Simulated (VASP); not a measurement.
A run of VASP 6.6.1:

The input INCAR:

```
SYSTEM = Hf
  ALGO = Normal
  EDIFF = 1E-6
  ENCUT = 520
  GGA = PS
  ISIF = 2
  ISMEAR = 0
  LASPH = .TRUE.
  LCHARG = .FALSE.
  LREAL = .FALSE.
  LWAVE = .FALSE.
  NBANDS = 28
  NELM = 60
  PREC = Accurate
  SIGMA = 0.1
```

File KPOINTS:

```
k-points
0
G
  6 6 4
  0 0 0
```

POSCAR

```
Hf
1.0
    1.5599311531     -5.3462944937      0.0000000000
    1.5599311531      5.3462944937      0.0000000000
    0.0000000000      0.0000000000      5.2770288008
Hf
4
Direct
    0.1345970381      0.8654029619      1.0000006085
    0.6345970381      0.3654029619      0.4999993915
    0.8654029619      0.1345970381     -0.0000006085
    0.3654029619      0.6345970381      0.5000006085
```

Potentials or basis: VASP PAW PBE potentials, release 64 (Hf_pv).

Command:

```bash
$ cat potpaw_PBE.64/Hf_pv/POTCAR > POTCAR
$ mpirun -np 1 vasp_std > vasp.out
```

Hardware: 1 thread of Intel(R) Xeon(R) Platinum 8488C (Sapphire Rapids) (shared host).

Estimate the wall time of this run.

It took 2 min on 1 thread of Intel(R) Xeon(R) Platinum 8488C (Sapphire Rapids), on a shared host, peak memory 0.27 GiB. Counts: scf iterations 13, k points 39.
